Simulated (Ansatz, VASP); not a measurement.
## Two plane-wave programs on W4C3

```
CELL_PARAMETERS angstrom
2.92177 0.00000 0.00000
-1.46089 2.53033 0.00000
0.00000 0.00000 23.54123
ATOMIC_POSITIONS crystal
W 0.00000 0.00000 0.32054
W 0.00000 0.00000 0.43947
W 0.00000 0.00000 0.56053
W 0.00000 0.00000 0.67946
C 0.66667 0.33333 0.37823
C 0.66667 0.33333 0.50000
C 0.66667 0.33333 0.62177
```

Alike in both runs: functional PBE; k mesh 12 × 12 × 1; occupations gaussian, width 0.1 eV; no spin polarisation.

Ansatz relaxed the structure, and its values are those at the end. VASP's run is a single point on that final structure, the one shown.

|  | VASP | Ansatz |
| --- | --- | --- |
| version | VASP 6.6.1 | Ansatz 0.2.0 |
| potentials or method | VASP PAW PBE potentials, release 64 (W_sv, C), cutoff 520 eV | scalar-relativistic, plane waves, PAW |
| valence electrons in the cell | 68 | 68 |

|  | VASP | Ansatz | Ansatz less VASP |
| --- | --- | --- | --- |
| gap on the k mesh at the Fermi level (eV) | none | none | - |
| rms of the force components (eV/Å) | 0.017 | 0.000 | -0.0168 |

A gap of «none» marks a metal or a gap that the smearing closes. The functional is the same, so the differences come from potentials, cutoffs and numerics.

Neither program's run includes spin-orbit coupling.
